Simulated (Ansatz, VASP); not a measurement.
**TiSi2 in VASP and in Ansatz**

The input POSCAR:

```
TiSi2
1.0
    0.0000000000      4.1175163063      4.2628978354
    2.3895119538      0.0000000000      4.2628978354
    2.3895119538      4.1175163063      0.0000000000
Ti Si
2 4
Direct
    0.7500000000      0.7500000000      0.7500000000
    0.5000000000      0.5000000000      0.5000000000
    0.4125656100      0.0874343900      0.4125656100
    0.0874343900      0.4125656100      0.0874343900
    0.1625656100      0.8374343900      0.1625656100
    0.8374343900      0.1625656100      0.8374343900
```

INCAR.step1

```
PREC = Accurate
ENCUT = 520
ISMEAR = -1
SIGMA = 0.05
LREAL = False
LASPH = True
NELM = 80
NBANDS = 29
GGA = PE
ALGO = Normal
EDIFF = 1E-4
LWAVE = True
LCHARG = False
```

The input INCAR.step2:

```
PREC = Accurate
ENCUT = 520
EDIFF = 1E-6
ISMEAR = -1
SIGMA = 0.05
LREAL = False
LASPH = True
NELM = 80
ALGO = Normal
ISIF = 2
LWAVE = False
LCHARG = False
METAGGA = R2SCAN
LMIXTAU = True
NBANDS = 29
ISTART = 1
```

Contents of KPOINTS:

```
regular mesh
0
Gamma
  7 7 7
```

Contents of input.yaml:

```yaml
crystal:
  lattice:
    - [0.0, 4.1175163063, 4.2628978354]
    - [2.3895119538, 0.0, 4.2628978354]
    - [2.3895119538, 4.1175163063, 0.0]
  atoms:
    - { symbol: Ti, position: [0.75, 0.75, 0.75] }
    - { symbol: Ti, position: [0.5, 0.5, 0.5] }
    - { symbol: Si, position: [0.41256561, 0.08743439, 0.41256561] }
    - { symbol: Si, position: [0.08743439, 0.41256561, 0.08743439] }
    - { symbol: Si, position: [0.16256561, 0.83743439, 0.16256561] }
    - { symbol: Si, position: [0.83743439, 0.16256561, 0.83743439] }
hamiltonian:
  xc: r2scan
  pseudopotentials: { kind: paw }
kpoints:
  mp_grid: { grid: [7, 7, 7] }
scf:
  occupations: { method: fermi_dirac, width: 0.05 }
output:
  forces: true
  stress: true
  eigenvalues: true
```

Alike in both runs: task single point; functional r2SCAN; k mesh 7 × 7 × 7; occupations fermi-dirac, width 0.05 eV; no spin polarisation.

|  | VASP | Ansatz |
| --- | --- | --- |
| version | VASP 6.6.1 | Ansatz 0.2.0 |
| potentials or method | VASP PAW PBE potentials, release 64 (Ti_sv, Si) | Ansatz PAW |
| plane-wave cutoff (eV) | 520 | 500 |
| valence electrons in the cell | 40 | 40 |

```tsv
	VASP	Ansatz	Ansatz less VASP
gap on the k mesh at the Fermi level (eV)	none	none	-
pressure (GPa)	0.1	-0.2	-0.31
traceless stress, the component that is largest in VASP (GPa)	-0.80	-0.82	-0.021
rms of the force components (eV/Å)	0.011	0.007	-0.0037
```

VASP's potentials were made for PBE, not for r2SCAN. Atom by atom the forces differ by 0.004 eV/Å (rms over components). A gap of «none» marks a metal or a gap that the smearing closes. With one functional, cell and mesh, what is left measures potentials, basis and numerics.
